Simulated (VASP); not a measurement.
Input of a VASP 6.6.1 run:

The input INCAR:

```
ALGO = Normal ; EDIFF = 1E-6
ENCUT = 520 ; GGA = PE
ISIF = 2 ; ISMEAR = -1
LASPH = T ; LCHARG = F
LREAL = F ; LWAVE = F
NBANDS = 15 ; NELM = 100
PREC = Accurate ; SIGMA = 0.02
```

Contents of KPOINTS:

```
k-points
0
Gamma
  6 6 6
```

POSCAR

```
KBr
1.0
    0.0000000000      3.3861249147      3.2821673974
    3.3861249147      0.0000000000      3.2821673974
    3.3861249147      3.3861249147      0.0000000000
K Br
1 1
Direct
    0.0000000000      0.0000000000      0.0000000000
    0.5000000000      0.5000000000      0.5000000000
```

Potentials or basis: VASP PAW PBE potentials, release 64 (K_sv, Br).

The run is started by

```sh
$ cat potpaw_PBE.64/K_sv/POTCAR potpaw_PBE.64/Br/POTCAR > POTCAR
$ mpirun -np 1 vasp_std > vasp.out
```

What does it give for the pressure?

0.1 GPa.

Estimate the band gap on the k mesh.

4.31 eV.

Stress tensor (GPa, compression positive):
```
-0.20  0.00  0.00
 0.00 -0.20  0.00
 0.00  0.00  0.67
```

Caveat: the cell differs from its parent crystal (epitaxial xy strain +2.5%).
